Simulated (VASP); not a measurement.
# Rh (P6_3/mmc) in VASP: further runs

Rh is run at these levels: r2SCAN; tasks: single point.

All numbers are computed with VASP 6.6.1; they aren't measurements. Logs are shortened: lines on timing, memory, paths and dates and some standing lists are left out, and cuts for length are marked.

**1. The cell of the first run**

It takes space group P6_3/mmc (No. 194, hexagonal). The conventional cell has a = 2.731 Å, b = 2.731 Å, c = 4.428 Å, α = 90.00°, β = 90.00°, γ = 120.00°. Within 3.6 Å of Rh (site symmetry -6m2) lie 12 Rh at 2.72 to 2.73 Å.

This isn't the form of Rh at room conditions, which is fcc.

**2. Single point, r2SCAN**

Input file POSCAR:

```
Rh
1.0
    2.7309790000      0.0000000000      0.0000000000
   -1.3654895000      2.3650971912      0.0000000000
    0.0000000000      0.0000000000      4.4284890000
Rh
2
Direct
    0.6666666667      0.3333333333      0.7500000000
    0.3333333333      0.6666666667      0.2500000000
```

Input file INCAR.step1:

```
SYSTEM = Rh
ALGO = Normal
EDIFF = 1E-5
ENCUT = 680
GGA = PE
GGA_COMPAT = .False.
ISMEAR = 1
LASPH = .True.
LCHARG = .False.
LREAL = .False.
LWAVE = .True.
NBANDS = 24
NELM = 120
PREC = Accurate
SIGMA = 0.2
```

Input file INCAR.step2:

```
SYSTEM = Rh
ALGO = Normal
EDIFF = 1E-6
ENCUT = 680
GGA_COMPAT = .False.
ISIF = 2
ISMEAR = 1
ISTART = 1
LASPH = .True.
LCHARG = .True.
LELF = .True.
LMIXTAU = .True.
LREAL = .False.
LVHAR = .True.
LWAVE = .False.
METAGGA = R2SCAN
NBANDS = 24
NELM = 120
PREC = Accurate
SIGMA = 0.2
```

Input file KPOINTS:

```
k-points
0
Gamma
  11 11 6
  0 0 0
```

Potentials or basis: VASP PAW PBE potentials, release 64 (Rh_sv_GW).

Run with:

```sh
> cat potpaw_PBE.64/Rh_sv_GW/POTCAR > POTCAR
> cp INCAR.step1 INCAR
> mpirun -np 1 vasp_std > vasp.out
> cp INCAR.step2 INCAR
> mpirun -np 1 vasp_std > vasp.out
```

OUTCAR:

```text
SYSTEM = Rh
   EDIFF = 1E-6
   ENCUT = 680
   ISIF = 2
   ISMEAR = 1
   ISTART = 1
   LASPH = .True.
   LREAL = .False.
   METAGGA = R2SCAN
   NELM = 120
   PREC = Accurate

 ion  position               nearest neighbor table
   1  0.667  0.333  0.750-
   2  0.333  0.667  0.250-

  LATTYP: Found a hexagonal cell.
 ALAT       =     2.7309790000
 C/A-ratio  =     1.6215756328

  Lattice vectors:

 A1 = (   2.7309790000,   0.0000000000,   0.0000000000)
 A2 = (  -1.3654895000,   2.3650971912,   0.0000000000)
 A3 = (   0.0000000000,   0.0000000000,   4.4284890000)

Analysis of symmetry for initial positions (statically):
=====================================================================
 Subroutine PRICEL returns:
 Original cell was already a primitive cell.

 Routine SETGRP: Setting up the symmetry group for a
 hexagonal supercell.

 Subroutine GETGRP returns: Found 24 space group operations
 (whereof 12 operations were pure point group operations)
 out of a pool of 24 trial point group operations.

The static configuration has the point symmetry D_3d.
 The point group associated with its full space group is D_6h.

Analysis of symmetry for dynamics (positions and initial velocities):
=====================================================================
 Subroutine PRICEL returns:
 Original cell was already a primitive cell.

 Routine SETGRP: Setting up the symmetry group for a
 hexagonal supercell.

 Subroutine GETGRP returns: Found 24 space group operations
 (whereof 12 operations were pure point group operations)
 out of a pool of 24 trial point group operations.

The dynamic configuration has the point symmetry D_3d.
 The point group associated with its full space group is D_6h.

 Subroutine INISYM returns: Found 24 space group operations
 (whereof 12 operations are pure point group operations),
 and found     1 'primitive' translations

----------------------------------------------------------------------------------------

                                     Primitive cell

  volume of cell :      28.6037

  direct lattice vectors                    reciprocal lattice vectors
     2.730979000  0.000000000  0.000000000     0.366169055  0.211407803  0.000000000
    -1.365489500  2.365097191  0.000000000     0.000000000  0.422815605  0.000000000
     0.000000000  0.000000000  4.428489000     0.000000000  0.000000000  0.225810655

  length of vectors
[... 80 lines left out ...]
   ENCUT  =  680.0 eV  49.98 Ry    7.07 a.u.   5.81  5.81  9.42*2*pi/ulx,y,z
   NELM   =    120;   NELMIN=  2; NELMDL=  0     # of ELM steps
   EDIFF  = 0.1E-05   stopping-criterion for ELM
   LREAL  =      F    real-space projection
   EDIFFG = 0.1E-04   stopping-criterion for IOM
   NSW    =      0    number of steps for IOM
   IBRION =     -1    ionic relax: 0-MD 1-quasi-New 2-CG
   NFREE  =      0    steps in history (QN), initial steepest desc. (CG)
   ISIF   =      2    stress and relaxation
   ISYM   =      2    0-nonsym 1-usesym 2-fastsym
   POTIM  = 0.5000    time-step for ionic-motion
   TEBEG  =    0.0;   TEEND  =   0.0 temperature during run
   PSTRESS=    0.0 pullay stress
   NELECT =      34.0000    total number of electrons
   NUPDOWN=      -1.0000    fix difference up-down
   EMIN   =  10.00;   EMAX   =-10.00  energy-range for DOS
   EFERMI =   0.00;   METHOD = LEGACY
   ISMEAR =     1;   SIGMA  =   0.20  broadening in eV -4-tet -1-fermi 0-gaus
   EFERMI_NEDOS =   21; number of points for ismear=-14 and -15
   IALGO  =     38    algorithm
   IMIX   =      4    mixing-type and parameters
     AMIX     =   0.40;   BMIX     =  1.00
     AMIX_MAG =   1.60;   BMIX_MAG =  1.00
  volume/ion in A,a.u.               =      14.30        96.51
  Fermi-wavevector in a.u.,A,eV,Ry     =   1.734177  3.277120 40.917765  3.007371
  Thomas-Fermi vector in A             =   2.808023
   LORBIT       =      0    0 simple, 1 ext, 2 COOP (PROOUT), +10 PAW based schemes
   METAGGA = R2SCAN    functional components
   LHFCALC =     F    Hartree Fock is set to
   AEXX    =    0.0000 exact exchange contribution
   IVDW    =     0    specifies the selected vdW correction
   LEPSILON=     F    determine dielectric tensor
   LRPA    =     F    only Hartree local field effects (RPA)
 non-spin polarized calculation
 Methfessel and Paxton  Order N= 1 SIGMA  =   0.20
  energy-cutoff  :      680.00
  volume of cell :       28.60
 maximum number of plane-waves:      1182
 NGX is ok and might be reduce to    24
   NGX = 11   NGY = 11   NGZ = 19

 number of electron      33.9999995 magnetization

 Free energy of the ion-electron system (eV)
  ---------------------------------------------------
  ext. energy  EPLUGINS =         0.00000000
  ---------------------------------------------------
  free energy    TOTEN  =       -46.43930839 eV

  energy without entropy =      -46.43982243  energy(sigma->0) =      -46.43947974

 E-fermi :  10.1032     XC(G=0): -14.9815

 val. band max:       10.0987787637   @ k =   0.1818   0.0000   0.3333
 cond. band min:      10.1054879505   @ k =   0.3636  -0.0000   0.0000
 fundamental gap:      0.0067091868
 Fermi energy:        10.1031632268

 k-point     1 :       0.0000    0.0000    0.0000
  band No.  band energies     occupation
      1     -71.0094      2.00000
      2     -70.9026      2.00000
      3     -38.3921      2.00000
      4     -37.7851      2.00000
      5     -37.7851      2.00000
      6     -37.6984      2.00000
[... 637 lines left out ...]
     23      26.6705      0.00000
     24      28.0635      0.00000

 [... further k-points ...]

------------------------ aborting loop because EDIFF is reached ----------------------------------------

  FORCE on cell =-STRESS in cart. coord.  units (eV):
  Direction    XX          YY          ZZ          XY          YZ          ZX
  --------------------------------------------------------------------------------------
  -------------------------------------------------------------------------------------
  Total       -1.6326401     -1.6326401     -1.9201451      0.0000000      0.0000000      0.0000000
  in kB      -91.4488211    -91.4488211   -107.5527977      0.0000000      0.0000000      0.0000000
  external PRESSURE =     -96.8168133 kB  Pullay stress =       0.0000000 kB

 VOLUME and BASIS-vectors are now :
 -----------------------------------------------------------------------------
  energy-cutoff  :      680.00
  volume of cell :       28.60
      direct lattice vectors                 reciprocal lattice vectors
     2.730979000  0.000000000  0.000000000     0.366169055  0.211407803  0.000000000
    -1.365489500  2.365097191  0.000000000     0.000000000  0.422815605  0.000000000
     0.000000000  0.000000000  4.428489000     0.000000000  0.000000000  0.225810655

 POSITION                                       TOTAL-FORCE (eV/Angst)
 -----------------------------------------------------------------------------------
      1.36549      0.78837      3.32137        -0.000000      0.000000      0.000000
     -0.00000      1.57673      1.10712         0.000000     -0.000000      0.000000
 -----------------------------------------------------------------------------------
    total drift:                               -0.000000      0.000000     -0.000000

  FREE ENERGIE OF THE ION-ELECTRON SYSTEM (eV)
  ---------------------------------------------------
  free  energy   TOTEN  =       -46.4393083906 eV

  energy  without entropy=      -46.4398224252  energy(sigma->0) =      -46.43947974
```

OUTCAR.step1:

```text
SYSTEM = Rh
   EDIFF = 1E-5
   ENCUT = 680
   GGA = PE
   ISMEAR = 1
   LASPH = .True.
   LREAL = .False.
[... 872 lines left out ...]
      1.36549      0.78837      3.32137         0.000000     -0.000000      0.000000
     -0.00000      1.57673      1.10712        -0.000000      0.000000      0.000000
 -----------------------------------------------------------------------------------
    total drift:                               -0.000000      0.000000     -0.000000

  FREE ENERGIE OF THE ION-ELECTRON SYSTEM (eV)
  ---------------------------------------------------
  free  energy   TOTEN  =       -12.7340290632 eV

  energy  without entropy=      -12.7344063778  energy(sigma->0) =      -12.73415483
```

It took 92 s on 1 thread of Intel Xeon 6975P-C (Granite Rapids), shared host; peak memory 0.22 GiB.

Results:

| Quantity | Value |
| --- | --- |
| Free energy | -46.4393 eV |
| Pressure | -9.7 GPa |
| Band gap on the k mesh | zero (bands 17 and 18 overlap by 2.28 eV) |

Caveat: the cell stands under tension; the PAW data sets were made with another functional, which shifts forces and pressure a little.

**3. Single point, r2SCAN**

POSCAR is that of step 2.

Input file INCAR.step1:

```
  ALGO = Normal
  EDIFF = 1E-5
  ENCUT = 680
  GGA = PE
  GGA_COMPAT = F
  ISMEAR = 1
  LASPH = T
  LCHARG = F
  LREAL = F
  LWAVE = T
  NBANDS = 24
  NELM = 120
  PREC = Accurate
  SIGMA = 0.3
```

Input file INCAR.step2:

```
  ALGO = Normal
  EDIFF = 1E-6
  ENCUT = 680
  GGA_COMPAT = F
  ISIF = 2
  ISMEAR = 1
  ISTART = 1
  LASPH = T
  LCHARG = T
  LELF = T
  LMIXTAU = T
  LREAL = F
  LVHAR = T
  LWAVE = F
  METAGGA = R2SCAN
  NBANDS = 24
  NELM = 120
  PREC = Accurate
  SIGMA = 0.3
```

Input file KPOINTS:

```
k-points
0
Gamma
  11 11 6
```

Potentials or basis: VASP PAW PBE potentials, release 64 (Rh_sv_GW).

Run with:

```sh
> cat potpaw_PBE.64/Rh_sv_GW/POTCAR > POTCAR
> cp INCAR.step1 INCAR
> mpirun -np 1 vasp_std > vasp.out
> cp INCAR.step2 INCAR
> mpirun -np 1 vasp_std > vasp.out
```

It took 2 min on 1 thread of Intel Xeon Platinum 8559C (Emerald Rapids), shared host; peak memory 0.22 GiB.

Results (log left out):

- Free energy: -46.4390 eV
- Pressure: -9.7 GPa
- Band gap on the k mesh: zero (bands 17 and 18 overlap by 2.28 eV)

Stress tensor (GPa, compression positive):
```
 -9.17   0.00   0.00
  0.00  -9.17   0.00
  0.00   0.00 -10.71
```

Levels at points of the mesh, in eV from the Fermi level:
```csv
k point,band 15,band 16,band 17,band 18,band 19,band 20
"(0.00, 0.00, 0.00)",-2.45,-1.85,-1.85,0.14,0.14,0.91
"(0.00, 0.00, 0.50)",-3.05,-3.05,-0.43,-0.43,-0.43,-0.43
```

Caveat: the cell stands under tension; the PAW data sets were made with another functional, which shifts forces and pressure a little.

**4. Single point, r2SCAN**

POSCAR is that of step 3.

Input file INCAR.step1:

```
SYSTEM = Rh
PREC = Accurate
ENCUT = 680
ISMEAR = 1
SIGMA = 0.1
LREAL = .False.
LASPH = .True.
NELM = 120
NBANDS = 24
GGA = PE
ALGO = Normal
EDIFF = 1E-5
LWAVE = .True.
LCHARG = .False.
GGA_COMPAT = .False.
```

Input file INCAR.step2:

```
SYSTEM = Rh
PREC = Accurate
ENCUT = 680
EDIFF = 1E-6
ISMEAR = 1
SIGMA = 0.1
LREAL = .False.
LASPH = .True.
NELM = 120
ALGO = Normal
ISIF = 2
LWAVE = .False.
LCHARG = .False.
METAGGA = R2SCAN
LMIXTAU = .True.
NBANDS = 24
ISTART = 1
GGA_COMPAT = .False.
```

Input file KPOINTS:

```
regular mesh
0
Gamma
  11 11 6
  0 0 0
```

Run with:

```sh
> cat potpaw_PBE.64/Rh_sv_GW/POTCAR > POTCAR
> cp INCAR.step1 INCAR
> mpirun -np 1 vasp_std > vasp.out
> cp INCAR.step2 INCAR
> mpirun -np 1 vasp_std > vasp.out
```

It took 3.7 min on 1 thread of Intel Xeon Platinum 8375C at 2.90GHz (Ice Lake), shared host; peak memory 0.22 GiB.

It converged, with:

```yaml
Free_energy: -46.4393 eV
Pressure: -9.7 GPa
Band_gap_on_the_k_mesh: zero (bands 17 and 18 overlap by 2.28 eV)
```

Stress tensor (GPa, compression positive):
```
 -9.32   0.00   0.00
  0.00  -9.32   0.00
  0.00   0.00 -10.39
```

Levels at points of the mesh, in eV from the Fermi level:
```tsv
k point	band 13	band 14	band 15	band 16	band 17	band 18	band 19	band 20	band 21	band 22
(0.00, 0.00, 0.00)	-2.94	-2.45	-2.45	-1.85	-1.85	0.14	0.14	0.91	8.66	16.50
(0.00, 0.00, 0.50)	-3.05	-3.05	-3.05	-3.05	-0.43	-0.43	-0.43	-0.43	15.25	15.25
```

Caveat: the cell stands under tension; the PAW data sets were made with another functional, which shifts forces and pressure a little.

**5. Summary**

| smearing | gap on the mesh (eV) | pressure (GPa) |
| --- | --- | --- |
| methfessel-paxton 0.2 eV | none | -9.7 |
| methfessel-paxton 0.3 eV | none | -9.7 |
| methfessel-paxton 0.1 eV | none | -9.7 |

Alike in all rows: task single point; level r2SCAN; potentials or basis VASP PAW PBE potentials, release 64 (Rh_sv_GW); no spin polarisation; cell as given; k mesh 11 × 11 × 6; cutoff (eV) 680.

Caveats: the cell stands under tension; the PAW data sets were made with another functional, which shifts forces and pressure a little.

Total energies depend on the potentials used, so only differences within one code and one set of settings carry meaning.

The gap in the log of VASP goes by the Fermi energy; the results here count the filled bands.